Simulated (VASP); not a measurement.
Here is a VASP 6.6.1 calculation.

Contents of INCAR:

```
ALGO = Normal
EDIFF = 1E-7
EDIFFG = -0.01
ENCUT = 600
GGA = PE
IBRION = 2
ISIF = 3
ISMEAR = 0
LASPH = True
LCHARG = False
LREAL = False
LWAVE = False
NELM = 60
NSW = 100
PREC = Accurate
SIGMA = 0.1
```

Contents of KPOINTS:

```
k-points
0
Gamma
  8 4 8
```

The input POSCAR:

```
Si6Ru
1.0
    3.6682328042      0.0000000000      0.0000000000
    0.0000000000      7.4151768453      0.0000000000
    0.0000000000      0.0000000000      4.2874897902
Si Ru
6 1
Direct
    0.5000000000      0.0000000000      0.8919032381
    0.0000000000      0.0000000000      0.5514777497
    0.5000000000      0.7032472481      0.0915329705
    0.0000000000      0.6785975793      0.4683256405
    0.5000000000      0.2967527519      0.0915329705
    0.0000000000      0.3214024207      0.4683256405
    0.0000000000      0.5000000000      0.9362107401
```

Potentials or basis: VASP PAW PBE potentials, release 64 (Si, Ru_pv).

The run is started by

```sh
$ cat potpaw_PBE.64/Si/POTCAR potpaw_PBE.64/Ru_pv/POTCAR > POTCAR
$ mpirun -np 1 vasp_std > vasp.out
```

Q: Predict the space group after relaxing (to 0.1 Å).

A: Pmm2 (No. 25).

Q: Predict the band gap on the k mesh.

A: Zero (bands 19 and 20 overlap by 1.41 eV).

Q: Predict the relaxed volume.

A: 16.65 Å³/atom.

Q: What does it give for the relaxed cell?

A: a = 3.669 Å, b = 7.407 Å, c = 4.289 Å, α = 90.00°, β = 90.00°, γ = 90.00°.

The path:
| step | energy change (eV) | largest force (eV/Å) | pressure (GPa) | volume (Å³) |
| --- | --- | --- | --- | --- |
| 1 | 0.0000 | 0.0532 | -0.05 | 116.62 |
| 2 | -0.0003 | 0.0241 | 0.04 | 116.53 |
| 3 | -0.0003 | 0.0241 | 0.04 | 116.53 |
| 4 | -0.0004 | 0.0167 | -0.02 | 116.58 |
| 5 | -0.0004 | 0.0182 | -0.05 | 116.60 |
| 6 | -0.0004 | 0.0108 | 0.02 | 116.53 |
| 7 | -0.0004 | 0.0108 | 0.02 | 116.53 |
| 8 | -0.0005 | 0.0094 | 0.01 | 116.54 |
